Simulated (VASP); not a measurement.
# Ba (P6/mmm) in VASP: a series of runs, part 2 of 2

VASP 6.6.1.

## Step 3: Single point, LDA

This run uses another cell than the first one, of the same volume but with other edges.

File INCAR:

```
ALGO     = Normal         # electronic algorithm
EDIFF    = 1E-7           # SCF threshold, eV
ENCUT    = 520            # plane-wave cutoff, eV
GGA      = CA             # functional
ISIF     = 2              # what is computed and relaxed
ISMEAR   = 0              # smearing method
LASPH    = T              # aspherical terms in the spheres
LCHARG   = T              # write CHGCAR
LELF     = T              # ELF
LREAL    = F              # projectors in reciprocal space
LVHAR    = T            
LWAVE    = F              # write WAVECAR
NBANDS   = 17             # bands
NELM     = 100            # most SCF steps
PREC     = Accurate       # precision mode
SIGMA    = 0.15           # smearing width, eV
```

File KPOINTS:

```
k-points
0
Gamma
  9 9 14
```

File POSCAR:

```
Ba
1.0
    6.5835511766      0.0000000000      0.0000000000
   -3.2917755883      5.7015225660      0.0000000000
    0.0000000000      0.0000000000      4.4146562180
Ba
2
Direct
    0.3333333333      0.6666666667      0.5000000000
    0.6666666667      0.3333333333      0.5000000000
```

Potentials or basis: VASP PAW LDA potentials, release 64 (Ba_sv).

Started as:

```bash
> cat potpaw_LDA.64/Ba_sv/POTCAR > POTCAR
> mpirun -np 1 vasp_std > vasp.out
```

OUTCAR:

```text
EDIFF = 1E-7
   ENCUT = 520
   GGA = CA
   ISIF = 2
   ISMEAR = 0
   LASPH = T
   LREAL = F
   NELM = 100
   PREC = Accurate

 ion  position               nearest neighbor table
   1  0.333  0.667  0.500-   2 3.80   2 3.80   2 3.80
   2  0.667  0.333  0.500-   1 3.80   1 3.80   1 3.80

  LATTYP: Found a hexagonal cell.
 ALAT       =     6.5835511766
 C/A-ratio  =     0.6705585025

  Lattice vectors:

 A1 = (   6.5835511766,   0.0000000000,   0.0000000000)
 A2 = (  -3.2917755883,   5.7015225660,   0.0000000000)
 A3 = (   0.0000000000,   0.0000000000,   4.4146562180)

Analysis of symmetry for initial positions (statically):
=====================================================================
 Subroutine PRICEL returns:
 Original cell was already a primitive cell.

 Routine SETGRP: Setting up the symmetry group for a
 hexagonal supercell.

 Subroutine GETGRP returns: Found 24 space group operations
 (whereof 24 operations were pure point group operations)
 out of a pool of 24 trial point group operations.

The static configuration has the point symmetry D_6h.

Analysis of symmetry for dynamics (positions and initial velocities):
=====================================================================
 Subroutine PRICEL returns:
 Original cell was already a primitive cell.

 Routine SETGRP: Setting up the symmetry group for a
 hexagonal supercell.

 Subroutine GETGRP returns: Found 24 space group operations
 (whereof 24 operations were pure point group operations)
 out of a pool of 24 trial point group operations.

The dynamic configuration has the point symmetry D_6h.

 Subroutine INISYM returns: Found 24 space group operations
 (whereof 24 operations are pure point group operations),
 and found     1 'primitive' translations

----------------------------------------------------------------------------------------

                                     Primitive cell

[... 109 lines left out ...]
     AMIX     =   0.40;   BMIX     =  1.00
     AMIX_MAG =   1.60;   BMIX_MAG =  1.00
  volume/ion in A,a.u.               =      82.85       559.13
  Fermi-wavevector in a.u.,A,eV,Ry     =   0.809038  1.528860  8.905588  0.654542
  Thomas-Fermi vector in A             =   1.917955
   LORBIT       =      0    0 simple, 1 ext, 2 COOP (PROOUT), +10 PAW based schemes
   GGA     = CA    functional components
   LHFCALC =     F    Hartree Fock is set to
   AEXX    =    0.0000 exact exchange contribution
   IVDW    =     0    specifies the selected vdW correction
   LEPSILON=     F    determine dielectric tensor
   LRPA    =     F    only Hartree local field effects (RPA)
 non-spin polarized calculation
 Gauss-broadening in eV      SIGMA  =   0.15
  energy-cutoff  :      520.00
  volume of cell :      165.71
 maximum number of plane-waves:      4490
 NGX is ok and might be reduce to    50

 number of electron      20.0000001 magnetization

 Free energy of the ion-electron system (eV)
  ---------------------------------------------------
  ext. energy  EPLUGINS =         0.00000000
  ---------------------------------------------------
  free energy    TOTEN  =        -2.68408346 eV

  energy without entropy =       -2.60915199  energy(sigma->0) =       -2.64661772

 E-fermi :   0.4009     XC(G=0):  -6.6129

 val. band max:        0.3918453947   @ k =   0.3333   0.0000   0.1429
 cond. band min:       0.4013609863   @ k =   0.2222   0.1111   0.0714
 fundamental gap:      0.0095155916
 Fermi energy:         0.4008799102

 k-point     1 :       0.0000    0.0000    0.0000
  band No.  band energies     occupation
      1     -28.9387      2.00000
      2     -28.8012      2.00000
      3     -14.4358      2.00000
      4     -14.4358      2.00000
      5     -13.9474      2.00000
      6     -13.8010      2.00000
[... 457 lines left out ...]
      4     -14.1237      2.00000
      5     -14.1237      2.00000
      6     -13.8817      2.00000
[... 9 lines left out ...]
     16       2.4616      0.00000
     17       2.4616      0.00000

 [... further k-points ...]

------------------------ aborting loop because EDIFF is reached ----------------------------------------

  FORCE on cell =-STRESS in cart. coord.  units (eV):
  Direction    XX          YY          ZZ          XY          YZ          ZX
  --------------------------------------------------------------------------------------
  -------------------------------------------------------------------------------------
  Total        0.4630975      0.4630975     -2.6398142      0.0000000     -0.0000000      0.0000000
  in kB        4.4774942      4.4774942    -25.5232511      0.0000000     -0.0000000      0.0000000
  external PRESSURE =      -5.5227542 kB  Pullay stress =       0.0000000 kB

 VOLUME and BASIS-vectors are now :
 -----------------------------------------------------------------------------
  energy-cutoff  :      520.00
  volume of cell :      165.71
      direct lattice vectors                 reciprocal lattice vectors
     6.583551177  0.000000000  0.000000000     0.151893708  0.087695873  0.000000000
    -3.291775588  5.701522566  0.000000000     0.000000000  0.175391746  0.000000000
     0.000000000  0.000000000  4.414656218     0.000000000  0.000000000  0.226518205

 POSITION                                       TOTAL-FORCE (eV/Angst)
 -----------------------------------------------------------------------------------
     -0.00000      3.80102      2.20733         0.000000     -0.000000     -0.000000
      3.29178      1.90051      2.20733        -0.000000      0.000000      0.000000
 -----------------------------------------------------------------------------------
    total drift:                                0.000000     -0.000000      0.000000

  FREE ENERGIE OF THE ION-ELECTRON SYSTEM (eV)
  ---------------------------------------------------
  free  energy   TOTEN  =        -2.6840834582 eV

  energy  without entropy=       -2.6091519875  energy(sigma->0) =       -2.64661772
```

stdout:

```text
POSCAR found type information on POSCAR Ba
 POSCAR found :  1 types and       2 ions
 scaLAPACK will be used
 LDA part: xc-table for (Slater(with rela. corr.)+CA(PZ))
 , standard interpolation
 POSCAR, INCAR and KPOINTS ok, starting setup
 FFT: planning ... GRIDC
 FFT: planning ... GRID_SOFT
 FFT: planning ... GRID
 WAVECAR not read
 entering main loop
```

Run time: 2.6 min. Hardware: 1 thread of AMD EPYC 9R45 (Zen 5), shared host; peak memory 0.35 GiB.

Results:

* Free energy: -2.6841 eV
* Pressure: -0.6 GPa
* Band gap on the k mesh: zero (band 10 reaches 0.88 eV, above the bottom of band 11 at -0.12 eV)

Caveat: spin-orbit coupling is left out, which moves the levels of the heavy elements.

## Step 4: Single point, LDA

This run uses another cell than the first one, of the same volume but with other edges.

File INCAR:

```
SYSTEM = Ba
PREC = Accurate
ENCUT = 520
EDIFF = 1E-7
ISMEAR = 0
SIGMA = 0.15
LREAL = .False.
LASPH = .True.
NELM = 100
ALGO = Normal
ISIF = 2
LWAVE = .False.
LCHARG = .True.
GGA = CA
LELF = .True.
LVHAR = .True.
NBANDS = 17
```

File KPOINTS:

```
regular mesh
0
Gamma
  9 9 14
  0 0 0
```

File POSCAR:

```
Ba
1.0
    7.3855184824      0.0000000000      0.0000000000
   -3.6927592412      6.3960466258      0.0000000000
    0.0000000000      0.0000000000      3.5079657346
Ba
2
Direct
    0.3333333333      0.6666666667      0.5000000000
    0.6666666667      0.3333333333      0.5000000000
```

Started as:

```bash
> cat potpaw_LDA.64/Ba_sv/POTCAR > POTCAR
> mpirun -np 1 vasp_std > vasp.out
```

Wall time 2.9 min (1 thread of AMD EPYC 9R45 (Zen 5), shared host); peak memory 0.35 GiB.

The run converged. Its results:

| Item | Value |
| --- | --- |
| Free energy | -2.7845 eV |
| Pressure | -0.1 GPa |
| Band gap on the k mesh | zero (band 10 reaches 1.00 eV, above the bottom of band 11 at 0.11 eV) |

Stress tensor (GPa, compression positive):
```
-1.19  0.00  0.00
 0.00 -1.19  0.00
 0.00  0.00  2.03
```

Levels at points of the mesh, in eV from the Fermi level:
| k point | band 8 | band 9 | band 10 | band 11 | band 12 | band 13 |
| --- | --- | --- | --- | --- | --- | --- |
| (0.00, 0.00, 0.00) | -13.41 | -2.14 | -0.14 | -0.08 | 0.61 | 0.61 |
| (0.00, 0.00, 0.50) | -14.00 | -0.47 | -0.47 | 0.41 | 0.86 | 0.86 |

Caveat: spin-orbit coupling is left out, which moves the levels of the heavy elements.

## Step 5: Single point, LDA

This run uses another cell than the first one, of the same volume but with other edges.

File INCAR:

```
PREC = Accurate
ENCUT = 520
EDIFF = 1E-6
ISMEAR = 0
SIGMA = 0.15
LREAL = False
LASPH = True
NELM = 60
ALGO = Fast
ISIF = 2
LWAVE = False
LCHARG = False
GGA = CA
NBANDS = 17
```

File KPOINTS:

```
Automatic mesh
0
Gamma
  9 9 14
```

File POSCAR:

```
Ba
1.0
    7.1932422879      0.0000000000      0.0000000000
   -3.5966211440      6.2295305569      0.0000000000
    0.0000000000      0.0000000000      3.6980088286
Ba
2
Direct
    0.3333333333      0.6666666667      0.5000000000
    0.6666666667      0.3333333333      0.5000000000
```

Started as:

```bash
> cat potpaw_LDA.64/Ba_sv/POTCAR > POTCAR
> mpirun -np 1 vasp_std > vasp.out
```

Run time: 5.4 min. Hardware: 1 thread of Oxide Virtual Turin-like, shared host; peak memory 0.34 GiB.

The run converged. Its results:

```yaml
Free_energy: -2.9042 eV
Pressure: -0.4 GPa
Band_gap_on_the_k_mesh: zero (band 10 reaches 0.97 eV, above the bottom of band 11 at 0.09 eV)
```

Stress tensor (GPa, compression positive):
```
-0.79  0.00  0.00
 0.00 -0.79  0.00
 0.00  0.00  0.44
```

Levels at points of the mesh, in eV from the Fermi level:
```csv
k point,band 7,band 8,band 9,band 10,band 11,band 12,band 13,band 14
"(0.00, 0.00, 0.00)",-13.72,-13.67,-2.20,0.00,0.01,0.67,0.67,0.87
"(0.00, 0.00, 0.50)",-14.07,-14.07,-0.33,-0.33,0.08,1.14,1.14,1.46
```

Caveat: spin-orbit coupling is left out, which moves the levels of the heavy elements.

## Step 6: Single point, LDA

This run uses another cell than the first one, of the same volume but with other edges.

Changes to INCAR since step 5:

```diff
@@ -7,3 +7,3 @@
 LASPH = True
-NELM = 60
+NELM = 100
 ALGO = Fast
```

File KPOINTS:

```
regular mesh
0
Gamma
  9 9 14
```

File POSCAR:

```
Ba
1.0
    7.0919155192      0.0000000000      0.0000000000
   -3.5459577597      6.1417790011      0.0000000000
    0.0000000000      0.0000000000      3.8044354002
Ba
2
Direct
    0.3333333333      0.6666666667      0.5000000000
    0.6666666667      0.3333333333      0.5000000000
```

Potentials or basis: VASP PAW LDA potentials, release 64 (Ba_sv).

Started as:

```bash
> cat potpaw_LDA.64/Ba_sv/POTCAR > POTCAR
> mpirun -np 1 vasp_std > vasp.out
```

OUTCAR:

```text
PREC = Accurate
   ENCUT = 520
   EDIFF = 1E-6
   ISMEAR = 0
   LREAL = False
   LASPH = True
   NELM = 100
   ISIF = 2
   GGA = CA

 ion  position               nearest neighbor table
   1  0.333  0.667  0.500-   2 4.09   2 4.09   2 4.09
   2  0.667  0.333  0.500-   1 4.09   1 4.09   1 4.09

  LATTYP: Found a hexagonal cell.
 ALAT       =     7.0919155192
 C/A-ratio  =     0.5364468020

  Lattice vectors:

 A1 = (   7.0919155192,   0.0000000000,   0.0000000000)
[... 666 lines left out ...]
 [... further k-points ...]

------------------------ aborting loop because EDIFF is reached ----------------------------------------

  FORCE on cell =-STRESS in cart. coord.  units (eV):
  Direction    XX          YY          ZZ          XY          YZ          ZX
  --------------------------------------------------------------------------------------
  -------------------------------------------------------------------------------------
  Total       -0.5973325     -0.5973325     -0.2684526      0.0000000     -0.0000000      0.0000000
  in kB       -5.7753565     -5.7753565     -2.5955550      0.0000000     -0.0000000      0.0000000
  external PRESSURE =      -4.7154227 kB  Pullay stress =       0.0000000 kB

 VOLUME and BASIS-vectors are now :
 -----------------------------------------------------------------------------
  energy-cutoff  :      520.00
  volume of cell :      165.71
      direct lattice vectors                 reciprocal lattice vectors
     7.091915519  0.000000000  0.000000000     0.141005628  0.081409637  0.000000000
    -3.545957760  6.141779001  0.000000000     0.000000000  0.162819274  0.000000000
     0.000000000  0.000000000  3.804435400     0.000000000  0.000000000  0.262851092

 POSITION                                       TOTAL-FORCE (eV/Angst)
 -----------------------------------------------------------------------------------
     -0.00000      4.09452      1.90222        -0.000000      0.000000      0.000000
      3.54596      2.04726      1.90222         0.000000     -0.000000      0.000000
 -----------------------------------------------------------------------------------
    total drift:                               -0.000000      0.000000     -0.000000

  FREE ENERGIE OF THE ION-ELECTRON SYSTEM (eV)
  ---------------------------------------------------
  free  energy   TOTEN  =        -2.9265524475 eV

  energy  without entropy=       -2.8572561260  energy(sigma->0) =       -2.89190429
```

Wall time 6.7 min (1 thread of Oxide Virtual Turin-like, shared host); peak memory 0.34 GiB.

What came out:

```yaml
Free_energy: -2.9266 eV
Pressure: -0.5 GPa
Band_gap_on_the_k_mesh: zero (band 10 reaches 1.00 eV, above the bottom of band 11 at 0.07 eV)
```

Levels at points of the mesh, in eV from the Fermi level:
```csv
k point,band 8,band 9,band 10,band 11,band 12,band 13
"(0.00, 0.00, 0.00)",-13.78,-2.22,0.04,0.11,0.71,0.71
"(0.00, 0.00, 0.50)",-14.10,-0.25,-0.25,-0.08,1.28,1.28
```

Caveat: spin-orbit coupling is left out, which moves the levels of the heavy elements.

## Step 7: Summary

```tsv
cell	gap on the mesh (eV)	pressure (GPa)
a = 6.777, b = 6.777, c = 4.166 Å, angles 90.0, 90.0, 120.0°, 2 atoms	none	-0.6
a = 6.584, b = 6.584, c = 4.415 Å, angles 90.0, 90.0, 120.0°, 2 atoms	none	-0.6
a = 7.386, b = 7.386, c = 3.508 Å, angles 90.0, 90.0, 120.0°, 2 atoms	none	-0.1
a = 7.193, b = 7.193, c = 3.698 Å, angles 90.0, 90.0, 120.0°, 2 atoms	none	-0.4
a = 7.092, b = 7.092, c = 3.804 Å, angles 90.0, 90.0, 120.0°, 2 atoms	none	-0.5
```

Alike in all rows: task single point; level LDA; potentials or basis VASP PAW LDA potentials, release 64 (Ba_sv); no spin polarisation; k mesh 9 × 9 × 14; cutoff (eV) 520; smearing gaussian 0.15 eV.

Caveats: spin-orbit coupling is left out, which moves the levels of the heavy elements.

Total energies depend on the potentials used, so only differences within one code and one set of settings carry meaning.
